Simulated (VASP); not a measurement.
# Pt (Pm-3m) in VASP: notebook, part 2 of 2

VASP 6.6.1. Earlier steps stand in the parts before.

## Step 4: Relaxation of cell and atoms, r2SCAN

This run uses another cell than the first one, of 16.30 Å³/atom.

Input file POSCAR:

```
Pt
1.0
    2.5356188197      0.0000000000      0.0000000000
    0.0000000000      2.5356188197      0.0000000000
    0.0000000000      0.0000000000      2.5356188197
Pt
1
Direct
    0.0000000000      0.0000000000      0.0000000000
```

Input file INCAR.step1:

```
ALGO = Normal
EDIFF = 1E-5
EDIFFG = -0.005
ENCUT = 550
GGA = PE
GGA_COMPAT = F
IBRION = 2
ISIF = 3
ISMEAR = -1
LASPH = T
LCHARG = F
LREAL = F
LWAVE = T
NELM = 120
NELMIN = 4
NSW = 100
PREC = Accurate
SIGMA = 0.1
```

Input file INCAR.step2:

```
ALGO = Normal
EDIFF = 1E-7
EDIFFG = -0.01
ENCUT = 550
GGA_COMPAT = F
IBRION = 2
ISIF = 3
ISMEAR = -1
ISTART = 1
LASPH = T
LCHARG = F
LMIXTAU = T
LREAL = F
LWAVE = F
METAGGA = R2SCAN
NELM = 120
NELMIN = 4
NSW = 80
PREC = Accurate
SIGMA = 0.1
```

Input file KPOINTS:

```
k-points
0
Gamma
  12 12 12
```

Potentials or basis: VASP PAW PBE potentials, release 64 (Pt).

Command:

```console
cat potpaw_PBE.64/Pt/POTCAR > POTCAR
cp INCAR.step1 INCAR
mpirun -np 1 vasp_std > vasp.out
cp INCAR.step2 INCAR
mpirun -np 1 vasp_std > vasp.out
```

OUTCAR:

```text
EDIFF = 1E-7
   EDIFFG = -0.01
   ENCUT = 550
   IBRION = 2
   ISIF = 3
   ISMEAR = -1
   ISTART = 1
   LASPH = T
   LREAL = F
   METAGGA = R2SCAN
   NELM = 120
   NELMIN = 4
   NSW = 80
   PREC = Accurate

 ion  position               nearest neighbor table
   1  0.000  0.000  0.000-

  LATTYP: Found a simple cubic cell.
 ALAT       =     2.5356188197

  Lattice vectors:

 A1 = (   2.5356188197,   0.0000000000,   0.0000000000)
 A2 = (   0.0000000000,   2.5356188197,   0.0000000000)
 A3 = (   0.0000000000,   0.0000000000,   2.5356188197)

Analysis of symmetry for initial positions (statically):
=====================================================================
 Subroutine PRICEL returns:
 Original cell was already a primitive cell.

 Routine SETGRP: Setting up the symmetry group for a
 simple cubic supercell.

 Subroutine GETGRP returns: Found 48 space group operations
 (whereof 48 operations were pure point group operations)
 out of a pool of 48 trial point group operations.

The static configuration has the point symmetry O_h .

Analysis of symmetry for dynamics (positions and initial velocities):
=====================================================================
 Subroutine PRICEL returns:
 Original cell was already a primitive cell.

 Routine SETGRP: Setting up the symmetry group for a
 simple cubic supercell.

 Subroutine GETGRP returns: Found 48 space group operations
 (whereof 48 operations were pure point group operations)
 out of a pool of 48 trial point group operations.

The dynamic configuration has the point symmetry O_h .

 Subroutine INISYM returns: Found 48 space group operations
 (whereof 48 operations are pure point group operations),
 and found     1 'primitive' translations

----------------------------------------------------------------------------------------

[... 140 lines left out ...]

------------------------ aborting loop because EDIFF is reached ----------------------------------------

  FORCE on cell =-STRESS in cart. coord.  units (eV):
  Direction    XX          YY          ZZ          XY          YZ          ZX
  --------------------------------------------------------------------------------------
  -------------------------------------------------------------------------------------
  Total        2.1523850      2.1523850      2.1523850      0.0000000      0.0000000     -0.0000000
  in kB      211.5332446    211.5332446    211.5332446      0.0000000      0.0000000     -0.0000000
  external PRESSURE =     211.5332446 kB  Pullay stress =       0.0000000 kB
[... 86 lines left out ...]
  FREE ENERGIE OF THE ION-ELECTRON SYSTEM (eV)
  ---------------------------------------------------
  free  energy   TOTEN  =       -51.0927667938 eV

  energy  without entropy=      -51.0509462833  energy(sigma->0) =      -51.07185654

[... ionic steps 4 to 13 ...]

--------------------------------------- Ionic step       14  -------------------------------------------

 number of electron      10.0000002 magnetization

------------------------ aborting loop because EDIFF is reached ----------------------------------------
[... 65 lines left out ...]
--------------------------------------- Ionic step       16  -------------------------------------------

 number of electron      10.0000002 magnetization

 Free energy of the ion-electron system (eV)
  ---------------------------------------------------
  ext. energy  EPLUGINS =         0.00000000
  ---------------------------------------------------
  free energy    TOTEN  =       -51.09337052 eV

  energy without entropy =      -51.05202666  energy(sigma->0) =      -51.07269859

 E-fermi :   8.2393     XC(G=0): -13.2918

 val. band max:        8.2382682862   @ k =   0.3333   0.2500   0.1667
 cond. band min:       8.2541425064   @ k =   0.1667   0.0833   0.0833
 fundamental gap:      0.0158742202
 Fermi energy:         8.2393265651

 k-point     1 :       0.0000    0.0000    0.0000
  band No.  band energies     occupation
      1      -0.4387      2.00000
      2       2.3017      2.00000
      3       2.3017      2.00000
      4       8.5614      0.07680
      5       8.5614      0.07680
      6       8.5614      0.07680
      7      24.3121      0.00000
      8      24.3121      0.00000
      9      24.3121      0.00000
[... 265 lines left out ...]
 k-point    24 :       0.4167    0.3333    0.0000
  band No.  band energies     occupation
      1       2.8620      2.00000
      2       3.1695      2.00000
      3       6.7077      2.00000
      4       7.1330      1.99997
      5       7.2657      1.99988
      6      10.0567      0.00000
      7      15.2211      0.00000
      8      20.9187      0.00000
      9      24.9197      0.00000

 [... further k-points ...]

------------------------ aborting loop because EDIFF is reached ----------------------------------------

  FORCE on cell =-STRESS in cart. coord.  units (eV):
  Direction    XX          YY          ZZ          XY          YZ          ZX
  --------------------------------------------------------------------------------------
  -------------------------------------------------------------------------------------
  Total        0.0082515      0.0082515      0.0082515     -0.0000000      0.0000000      0.0000000
  in kB        0.7471389      0.7471389      0.7471389     -0.0000000      0.0000000      0.0000000
  external PRESSURE =       0.7471389 kB  Pullay stress =       0.0000000 kB
[... 16 lines left out ...]
  FREE ENERGIE OF THE ION-ELECTRON SYSTEM (eV)
  ---------------------------------------------------
  free  energy   TOTEN  =       -51.0933705206 eV

  energy  without entropy=      -51.0520266578  energy(sigma->0) =      -51.07269859

 reached required accuracy - stopping structural energy minimisation
```

OSZICAR.step1:

```text
N       E                     dE             d eps       ncg     rms          rms(c)
DAV:   1     0.394272501406E+02    0.39427E+02   -0.56478E+03  1536   0.107E+03
DAV:   2    -0.543189264005E+01   -0.44859E+02   -0.43088E+02  1579   0.189E+02
DAV:   3    -0.588435667257E+01   -0.45246E+00   -0.45024E+00  1750   0.198E+01
[... 34 lines left out ...]
       N       E                     dE             d eps       ncg     rms          rms(c)
DAV:   1    -0.567266412261E+01   -0.45404E-03   -0.86755E-03  1528   0.991E-01    0.127E-01
DAV:   2    -0.567225135949E+01    0.41276E-03   -0.13350E-03  1516   0.323E-01    0.421E-02
DAV:   3    -0.567224119415E+01    0.10165E-04   -0.61630E-05  1485   0.643E-02    0.281E-02
DAV:   4    -0.567224431716E+01   -0.31230E-05   -0.41627E-06   780   0.161E-02
   5 F= -.56722443E+01 E0= -.56502483E+01  d E =-.121862E+00
```

Run time: 12 min. Hardware: 1 thread of Intel Xeon 8259CL, shared host; peak memory 0.15 GiB.

Results:

- Free energy: -51.0934 eV
- Relaxed volume: 17.69 Å³/atom
- Relaxed cell: a = 2.606 Å, b = 2.606 Å, c = 2.606 Å, α = 90.00°, β = 90.00°, γ = 90.00°
- Space group after relaxing (to 0.1 Å): Pm-3m (No. 221)
- Energy gained by relaxing: 84.6 meV/atom
- Ionic steps: 16
- Pressure after relaxing: 0.1 GPa
- Band gap on the k mesh: zero (bands 5 and 6 overlap by 3.28 eV)

The path:
```csv
step,energy change (eV),largest force (eV/Å),pressure (GPa),volume (Å³)
1,0.0000,0.0000,21.15,16.30
2,0.3216,0.0000,-24.31,21.93
3,-0.0840,0.0000,-1.46,17.83
4,-0.0846,0.0000,-0.21,17.72
5,-0.0846,0.0000,0.13,17.69
6,-0.0846,0.0000,0.12,17.69
7,-0.0846,0.0000,0.11,17.69
8,-0.0846,0.0000,0.12,17.69
9,-0.0846,0.0000,0.12,17.69
10,-0.0846,0.0000,0.12,17.69
11,-0.0846,0.0000,0.12,17.69
12,-0.0846,0.0000,0.11,17.69
13,-0.0846,0.0000,0.11,17.69
14,-0.0846,0.0000,0.11,17.69
15,-0.0846,0.0000,0.10,17.69
16,-0.0846,0.0000,0.07,17.69
```

Final structure:
```cif
data_structure
_symmetry_space_group_name_H-M 'P 1'
_symmetry_Int_Tables_number 1
_cell_length_a 2.6058
_cell_length_b 2.6058
_cell_length_c 2.6058
_cell_angle_alpha 90.000
_cell_angle_beta 90.000
_cell_angle_gamma 90.000
_cell_volume 17.69
loop_
_atom_site_label
_atom_site_type_symbol
_atom_site_fract_x
_atom_site_fract_y
_atom_site_fract_z
_atom_site_occupancy
Pt1 Pt 0.00000 0.00000 0.00000 1
```

Caveat: the PAW data sets were made with another functional, which shifts forces and pressure a little; spin-orbit coupling is left out, which moves the levels of the heavy elements.

## Step 5: Single point, r2SCAN, non-collinear spin, zero start, spin-orbit coupling

This run uses another cell than the first one, of 17.66 Å³/atom.

Input file POSCAR:

```
Pt
1.0
    2.6041501060      0.0000000000      0.0000000000
    0.0000000000      2.6041501060      0.0000000000
    0.0000000000      0.0000000000      2.6041501060
Pt
1
Direct
    0.0000000000      0.0000000000      0.0000000000
```

Input file INCAR.step1:

```
PREC     = Accurate       # precision mode
ENCUT    = 550            # plane-wave cutoff, eV
ISMEAR   = -1             # smearing method
SIGMA    = 0.1            # smearing width, eV
LREAL    = F              # projectors in reciprocal space
LASPH    = T              # aspherical terms in the spheres
NELM     = 200            # most SCF steps
LNONCOLLINEAR= T              # non-collinear magnetism
MAGMOM   = 0 0 0          # initial moments
LSORBIT  = T              # spin-orbit coupling
GGA_COMPAT= F            
LMAXMIX  = 4              # l up to which the mixer works
NBANDS   = 21             # bands
GGA      = PE             # functional
ALGO     = Normal         # electronic algorithm
EDIFF    = 1E-5           # SCF threshold, eV
LWAVE    = T              # write WAVECAR
LCHARG   = F              # write CHGCAR
```

Input file INCAR.step2:

```
PREC     = Accurate       # precision mode
ENCUT    = 550            # plane-wave cutoff, eV
EDIFF    = 1E-6           # SCF threshold, eV
ISMEAR   = -1             # smearing method
SIGMA    = 0.1            # smearing width, eV
LREAL    = F              # projectors in reciprocal space
LASPH    = T              # aspherical terms in the spheres
NELM     = 200            # most SCF steps
ALGO     = Normal         # electronic algorithm
ISIF     = 2              # what is computed and relaxed
LWAVE    = F              # write WAVECAR
LCHARG   = F              # write CHGCAR
LNONCOLLINEAR= T              # non-collinear magnetism
MAGMOM   = 0 0 0          # initial moments
LORBIT   = 11             # projections on sites
LSORBIT  = T              # spin-orbit coupling
GGA_COMPAT= F            
LORBMOM  = T            
LMAXMIX  = 4              # l up to which the mixer works
METAGGA  = R2SCAN         # meta-GGA
LMIXTAU  = T            
NBANDS   = 21             # bands
ISTART   = 1
```

Input file KPOINTS:

```
regular mesh
0
Gamma
  12 12 12
```

Command:

```console
cat potpaw_PBE.64/Pt/POTCAR > POTCAR
cp INCAR.step1 INCAR
mpirun -np 1 vasp_ncl > vasp.out
cp INCAR.step2 INCAR
mpirun -np 1 vasp_ncl > vasp.out
```

Wall time 7.5 min (1 thread of Intel Xeon 8259CL, shared host); peak memory 0.21 GiB.

It converged, with:

```
Free energy                                           : -51.4725 eV
Pressure                                              : 0.8 GPa
Net moment                                            : 0.00 μB per cell
Valence electrons inside the program's atomic spheres : Pt 9.26
```

Moments on the atoms (μB; x, y, z):
```
Pt  0.00 0.00 0.00
```

Caveat: the PAW data sets were made with another functional, which shifts forces and pressure a little.

## Step 6: Overview

| task | spin | cell | k mesh | gap on the mesh (eV) | pressure (GPa) |
| --- | --- | --- | --- | --- | --- |
| single point | off | a = 2.704 Å, 1 atom | 14 × 14 × 14 | none | -16.6 |
| single point | off | a = 2.604 Å, 1 atom | 20 × 20 × 20 | none | 0.6 |
| relaxation of cell and atoms | off | relaxed from a = 2.536 Å, 1 atom | 12 × 12 × 12 | none | 0.1 |
| single point | non-collinear, zero start, SOC | a = 2.604 Å, 1 atom | 12 × 12 × 12 | - | 0.8 |

Alike in all rows: level r2SCAN; potentials or basis VASP PAW PBE potentials, release 64 (Pt); cutoff (eV) 550; smearing fermi-dirac 0.1 eV.

Caveats: the PAW data sets were made with another functional, which shifts forces and pressure a little; spin-orbit coupling is left out, which moves the levels of the heavy elements (at least some runs); the cell stands under tension (at least some runs).

Total energies depend on the potentials used, so only differences within one code and one set of settings carry meaning.
